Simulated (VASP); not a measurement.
# CdO (Fm-3m) in VASP: relaxation of cell and atoms with r2SCAN

Aim: the relaxation of cell and atoms of CdO with r2SCAN.

Program: VASP 6.6.1. These are calculated values, not measurements. Logs are shortened: lines on timing, memory, paths and dates and some standing lists are left out, and cuts for length are marked.

**1. The cell of the first run**

Symmetry: Fm-3m, No. 225, cubic system. The conventional cell has a = 4.717 Å, b = 4.717 Å, c = 4.717 Å, α = 90.00°, β = 90.00°, γ = 90.00°. Within 3.1 Å of Cd (site symmetry m-3m) lie 6 O at 2.36 Å. Within 3.1 Å of O (site symmetry m-3m) lie 6 Cd at 2.36 Å.

**2. Relaxation of cell and atoms, r2SCAN, non-collinear spin, zero start, spin-orbit coupling**

File POSCAR:

```
CdO
1.0
    0.0000000000      2.3583540000      2.3583540000
    2.3583540000      0.0000000000      2.3583540000
    2.3583540000      2.3583540000      0.0000000000
Cd O
1 1
Direct
    0.0000000000      0.0000000000      0.0000000000
    0.5000000000      0.5000000000      0.5000000000
```

File INCAR.step1:

```
ALGO     = Normal         # electronic algorithm
EDIFF    = 1E-5           # SCF threshold, eV
EDIFFG   = -0.005         # ionic threshold
ENCUT    = 660            # plane-wave cutoff, eV
GGA      = PE             # functional
GGA_COMPAT= False        
IBRION   = 2              # ionic algorithm
ISIF     = 3              # what is computed and relaxed
ISMEAR   = -1             # smearing method
LASPH    = True           # aspherical terms in the spheres
LCHARG   = False          # write CHGCAR
LREAL    = False          # projectors in reciprocal space
LSORBIT  = True           # spin-orbit coupling
LWAVE    = True           # write WAVECAR
MAGMOM   = 0 0 0 0 0 0    # initial moments
NELM     = 200            # most SCF steps
NELMIN   = 4            
NSW      = 100            # ionic steps
PREC     = Accurate       # precision mode
SIGMA    = 0.1            # smearing width, eV
```

File INCAR.step2:

```
ALGO     = Normal         # electronic algorithm
EDIFF    = 1E-7           # SCF threshold, eV
EDIFFG   = -0.03          # ionic threshold
ENCUT    = 660            # plane-wave cutoff, eV
GGA_COMPAT= False        
IBRION   = 2              # ionic algorithm
ISIF     = 3              # what is computed and relaxed
ISMEAR   = -1             # smearing method
ISTART   = 1            
LASPH    = True           # aspherical terms in the spheres
LCHARG   = False          # write CHGCAR
LMIXTAU  = True         
LORBIT   = 11             # projections on sites
LORBMOM  = True         
LREAL    = False          # projectors in reciprocal space
LSORBIT  = True           # spin-orbit coupling
LWAVE    = False          # write WAVECAR
MAGMOM   = 0 0 0 0 0 0    # initial moments
METAGGA  = R2SCAN         # meta-GGA
NELM     = 200            # most SCF steps
NELMIN   = 4            
NSW      = 60             # ionic steps
PREC     = Accurate       # precision mode
SIGMA    = 0.1            # smearing width, eV
```

File KPOINTS:

```
k-points
0
Gamma
  9 9 9
```

Potentials or basis: VASP PAW PBE potentials, release 64 (Cd, O).

Launch:

```console
$ cat potpaw_PBE.64/Cd/POTCAR potpaw_PBE.64/O/POTCAR > POTCAR
$ cp INCAR.step1 INCAR
$ mpirun -np 1 vasp_ncl > vasp.out
$ cp INCAR.step2 INCAR
$ mpirun -np 1 vasp_ncl > vasp.out
```

OUTCAR:

```text
EDIFF = 1E-7
   EDIFFG = -0.03
   ENCUT = 660
   IBRION = 2
   ISIF = 3
   ISMEAR = -1
   ISTART = 1
   LASPH = True
   LORBIT = 11
   LREAL = False
   LSORBIT = True
   METAGGA = R2SCAN
   NELM = 200
   NELMIN = 4
   NSW = 60
   PREC = Accurate

 ion  position               nearest neighbor table
   1  0.000  0.000  0.000-   2 2.36   2 2.36   2 2.36   2 2.36   2 2.36   2 2.36
   2  0.500  0.500  0.500-   1 2.36   1 2.36   1 2.36   1 2.36   1 2.36   1 2.36

  LATTYP: Found a face centered cubic cell.
 ALAT       =     4.7167080000

  Lattice vectors:

 A1 = (   0.0000000000,   2.3583540000,   2.3583540000)
 A2 = (   2.3583540000,   0.0000000000,   2.3583540000)
 A3 = (   2.3583540000,   2.3583540000,   0.0000000000)

Analysis of symmetry for initial positions (statically):
=====================================================================
 Subroutine PRICEL returns:
 Original cell was already a primitive cell.

 Routine SETGRP: Setting up the symmetry group for a
 face centered cubic supercell.

 Subroutine GETGRP returns: Found 48 space group operations
 (whereof 48 operations were pure point group operations)
 out of a pool of 48 trial point group operations.

The static configuration has the point symmetry O_h .

Analysis of symmetry for dynamics (positions and initial velocities):
=====================================================================
 Subroutine PRICEL returns:
 Original cell was already a primitive cell.

 Routine SETGRP: Setting up the symmetry group for a
 face centered cubic supercell.

 Subroutine GETGRP returns: Found 48 space group operations
 (whereof 48 operations were pure point group operations)
 out of a pool of 48 trial point group operations.

The dynamic configuration has the point symmetry O_h .

Analysis of structural, dynamic, and magnetic symmetry:
=====================================================================
 Subroutine PRICEL returns:
 Original cell was already a primitive cell.

 Routine SETGRP: Setting up the symmetry group for a
 face centered cubic supercell.

 Subroutine GETGRP returns: Found 48 space group operations
 (whereof 48 operations were pure point group operations)
 out of a pool of 48 trial point group operations.

The overall configuration has the point symmetry O_h .

 Subroutine INISYM returns: Found 48 space group operations
 (whereof 48 operations are pure point group operations),
 and found     1 'primitive' translations

----------------------------------------------------------------------------------------

                                     Primitive cell

  volume of cell :      26.2335

  direct lattice vectors                    reciprocal lattice vectors
     0.000000000  2.358354000  2.358354000    -0.212012276  0.212012276  0.212012276
     2.358354000  0.000000000  2.358354000     0.212012276 -0.212012276  0.212012276
     2.358354000  2.358354000  0.000000000     0.212012276  0.212012276 -0.212012276

  length of vectors
     3.335216212  3.335216212  3.335216212     0.367216034  0.367216034  0.367216034

  position of ions in fractional coordinates (direct lattice)
     0.000000000  0.000000000  0.000000000
     0.500000000  0.500000000  0.500000000

  ion indices of the primitive-cell ions
   primitive index   ion index
                 1           1
                 2           2

----------------------------------------------------------------------------------------

 KPOINTS: k-points

Automatic generation of k-mesh.
 Grid dimensions read from file:
 generate k-points for:    9    9    9

 Generating k-lattice:

  Cartesian coordinates                     Fractional coordinates (reciprocal lattice)
    -0.023556920  0.023556920  0.023556920     0.111111111  0.000000000  0.000000000
     0.023556920 -0.023556920  0.023556920     0.000000000  0.111111111  0.000000000
     0.023556920  0.023556920 -0.023556920     0.000000000  0.000000000  0.111111111
[... 108 lines left out ...]
  free energy    TOTEN  =       -28.58932147 eV

  energy without entropy =      -28.58771405  energy(sigma->0) =      -28.58851776

------------------------ aborting loop because EDIFF is reached ----------------------------------------

  FORCE on cell =-STRESS in cart. coord.  units (eV):
  Direction    XX          YY          ZZ          XY          YZ          ZX
  --------------------------------------------------------------------------------------
  -------------------------------------------------------------------------------------
  Total        0.0795536      0.0795536      0.0795536      0.0000000      0.0000000     -0.0000000
  in kB        4.8586254      4.8586254      4.8586254      0.0000000      0.0000000     -0.0000000
  external PRESSURE =       4.8586254 kB  Pullay stress =       0.0000000 kB
[... 65 lines left out ...]
 number of electron      18.0000000 magnetization      -0.0000000      0.0000000     -0.0000000

 number of electron      18.0000000 magnetization       0.0000000     -0.0000000      0.0000000

 Free energy of the ion-electron system (eV)
  ---------------------------------------------------
  ext. energy  EPLUGINS =         0.00000000
  ---------------------------------------------------
  free energy    TOTEN  =       -28.58944662 eV

  energy without entropy =      -28.58783571  energy(sigma->0) =      -28.58864116

 E-fermi :   1.9641     XC(G=0): -12.2414

 val. band max:        1.6229808075   @ k =   0.0000   0.0000   0.0000
 cond. band min:       2.7198177989   @ k =   0.1111   0.0000   0.0000
 fundamental gap:      1.0968369915
 Fermi energy:         1.9640739243

 k-point     1 :       0.0000    0.0000    0.0000
  band No.  band energies     occupation
      1     -16.6194      1.00000
      2     -16.6194      1.00000
      3      -5.5887      1.00000
      4      -5.5887      1.00000
      5      -5.5887      1.00000
      6      -5.5887      1.00000
[... 685 lines left out ...]
     25      15.6030      0.00000
     26      15.6030      0.00000

 [... further k-points ...]

------------------------ aborting loop because EDIFF is reached ----------------------------------------

  FORCE on cell =-STRESS in cart. coord.  units (eV):
  Direction    XX          YY          ZZ          XY          YZ          ZX
  --------------------------------------------------------------------------------------
  -------------------------------------------------------------------------------------
  Total        0.0005208      0.0005208      0.0005208     -0.0000000      0.0000000     -0.0000000
  in kB        0.0317059      0.0317059      0.0317059     -0.0000000      0.0000000     -0.0000000
  external PRESSURE =       0.0317059 kB  Pullay stress =       0.0000000 kB
[... 17 lines left out ...]
  FREE ENERGIE OF THE ION-ELECTRON SYSTEM (eV)
  ---------------------------------------------------
  free  energy   TOTEN  =       -28.5894466218 eV

  energy  without entropy=      -28.5878357073  energy(sigma->0) =      -28.58864116

 reached required accuracy - stopping structural energy minimisation

 orbital moment (x)

 # of ion     p       d       tot
 ----------------------------------------
  1         0.000   0.000   0.000
  2        -0.000   0.000  -0.000
 ----------------------------------------
            0.000   0.000   0.000

 orbital moment (y)

 # of ion     p       d       tot
 ----------------------------------------
  1         0.000   0.000   0.000
  2        -0.000   0.000  -0.000
 ----------------------------------------
            0.000   0.000   0.000

 orbital moment (z)

 # of ion     p       d       tot
 ----------------------------------------
  1         0.000   0.000   0.000
  2         0.000   0.000   0.000
 ----------------------------------------
            0.000   0.000   0.000

 Spin-Orbit-Coupling matrix elements

 Ion:    1  E_soc:     -0.0476456
 l=   1
     0.0000000    -0.0014845    -0.0014845
    -0.0014845     0.0000000    -0.0014845
    -0.0014845    -0.0014845     0.0000000
 l=   2
     0.0000000    -0.0013261     0.0000000    -0.0013261    -0.0051303
    -0.0013261     0.0000000    -0.0038477    -0.0013261    -0.0012826
     0.0000000    -0.0038477     0.0000000    -0.0038477     0.0000000
    -0.0013261    -0.0013261    -0.0038477     0.0000000    -0.0012826
    -0.0051303    -0.0012826     0.0000000    -0.0012826     0.0000000
 l=   3
     0.0000000     0.0000000     0.0000000     0.0000000     0.0000000     0.0000000     0.0000000
     0.0000000     0.0000000     0.0000000     0.0000000     0.0000000     0.0000000     0.0000000
     0.0000000     0.0000000     0.0000000     0.0000000     0.0000000     0.0000000     0.0000000
     0.0000000     0.0000000     0.0000000     0.0000000     0.0000000     0.0000000     0.0000000
     0.0000000     0.0000000     0.0000000     0.0000000     0.0000000     0.0000000     0.0000000
     0.0000000     0.0000000     0.0000000     0.0000000     0.0000000     0.0000000     0.0000000
     0.0000000     0.0000000     0.0000000     0.0000000     0.0000000     0.0000000     0.0000000

 Ion:    2  E_soc:     -0.0003636
 l=   1
     0.0000000    -0.0000606    -0.0000606
    -0.0000606     0.0000000    -0.0000606
    -0.0000606    -0.0000606     0.0000000
 l=   2
     0.0000000     0.0000000     0.0000000     0.0000000     0.0000000
     0.0000000     0.0000000     0.0000000     0.0000000     0.0000000
     0.0000000     0.0000000     0.0000000     0.0000000     0.0000000
     0.0000000     0.0000000     0.0000000     0.0000000     0.0000000
     0.0000000     0.0000000     0.0000000     0.0000000     0.0000000
 l=   3
     0.0000000     0.0000000     0.0000000     0.0000000     0.0000000     0.0000000     0.0000000
     0.0000000     0.0000000     0.0000000     0.0000000     0.0000000     0.0000000     0.0000000
     0.0000000     0.0000000     0.0000000     0.0000000     0.0000000     0.0000000     0.0000000
     0.0000000     0.0000000     0.0000000     0.0000000     0.0000000     0.0000000     0.0000000
     0.0000000     0.0000000     0.0000000     0.0000000     0.0000000     0.0000000     0.0000000
     0.0000000     0.0000000     0.0000000     0.0000000     0.0000000     0.0000000     0.0000000
     0.0000000     0.0000000     0.0000000     0.0000000     0.0000000     0.0000000     0.0000000

 total charge

# of ion       s       p       d       tot
------------------------------------------
    1        0.312   0.241   9.672  10.225
    2        1.569   3.391   0.000   4.961
--------------------------------------------------
tot          1.881   3.633   9.672  15.186

 magnetization (x)

# of ion       s       p       d       tot
------------------------------------------
    1        0.000   0.000   0.000   0.000
    2        0.000  -0.000   0.000  -0.000
--------------------------------------------------
tot          0.000  -0.000   0.000  -0.000

 magnetization (y)

# of ion       s       p       d       tot
------------------------------------------
    1        0.000   0.000  -0.000  -0.000
    2        0.000  -0.000   0.000  -0.000
--------------------------------------------------
tot          0.000  -0.000  -0.000  -0.000

 magnetization (z)

# of ion       s       p       d       tot
------------------------------------------
    1       -0.000  -0.000   0.000  -0.000
    2       -0.000   0.000   0.000   0.000
--------------------------------------------------
tot         -0.000  -0.000   0.000  -0.000
```

Wall time 16 min (1 thread of AMD EPYC 9R45 (Zen 5), shared host); peak memory 0.29 GiB.

What came out:

```yaml
Free_energy: -28.5894 eV
Relaxed_volume: 13.16 Å³/atom
Relaxed_cell: a = 3.339 Å, b = 3.339 Å, c = 3.339 Å, α = 60.00°, β = 60.00°, γ = 60.00°
Space_group_after_relaxing_to_0.1_Å: Fm-3m (No. 225)
Energy_gained_by_relaxing: 0.1 meV/atom
Ionic_steps: 3
Pressure_after_relaxing: 0.0 GPa
Net_moment: 0.00 μB per cell
Valence_electrons_inside_the_program's_atomic_spheres: Cd 10.22; O 4.96
```

The path:
| step | energy change (eV) | largest force (eV/Å) | pressure (GPa) | volume (Å³) |
| --- | --- | --- | --- | --- |
| 1 | 0.0000 | 0.0000 | 0.49 | 26.23 |
| 2 | 0.0000 | 0.0000 | -0.38 | 26.38 |
| 3 | -0.0001 | 0.0000 | 0.00 | 26.32 |

Final structure:
```
Cd O
1.0
     0.00000    2.36084    2.36084
     2.36084    0.00000    2.36084
     2.36084    2.36084    0.00000
Cd O
1 1
Direct
  0.00000 0.00000 0.00000
  0.50000 0.50000 0.50000
```

Moments on the atoms (μB; x, y, z):
```
Cd  0.00 0.00 0.00
O   0.00 0.00 0.00
```

Caveat: the PAW data sets were made with another functional, which shifts forces and pressure a little. Zero-point motion and thermal expansion aren't in these numbers.
